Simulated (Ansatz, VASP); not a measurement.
**Al2Cu: VASP beside Ansatz**

```
CELL_PARAMETERS angstrom
4.02500 0.00000 0.00000
0.00000 4.02500 0.00000
0.00000 0.00000 2.96170
ATOMIC_POSITIONS crystal
Al 0.50000 0.00000 0.50000
Al 0.00000 0.50000 0.50000
Cu 0.00000 0.00000 0.00000
```

Alike in both runs: task single point; functional PBE; k mesh 10 × 10 × 14; occupations gaussian, width 0.15 eV; no spin polarisation.

|  | VASP | Ansatz |
| --- | --- | --- |
| version | VASP 6.6.1 | Ansatz 0.2.0 |
| potentials or method | VASP PAW PBE potentials, release 64 (Al, Cu), cutoff 520 eV | scalar-relativistic, plane waves, PAW |
| valence electrons in the cell | 17 | 25 |

|  | VASP | Ansatz | Ansatz less VASP |
| --- | --- | --- | --- |
| gap on the k mesh at the Fermi level (eV) | none | none | - |
| pressure (GPa) | 2.3 | 2.1 | -0.17 |
| traceless stress, the component that is largest in VASP (GPa) | -3.30 | -3.34 | -0.037 |

A gap of «none» marks a metal or a gap that the smearing closes. With one functional, cell and mesh, what is left measures potentials, basis and numerics. VASP's potentials hold 17 valence electrons a cell and Ansatz's 25, so a difference there can come from the potentials and not from the codes.
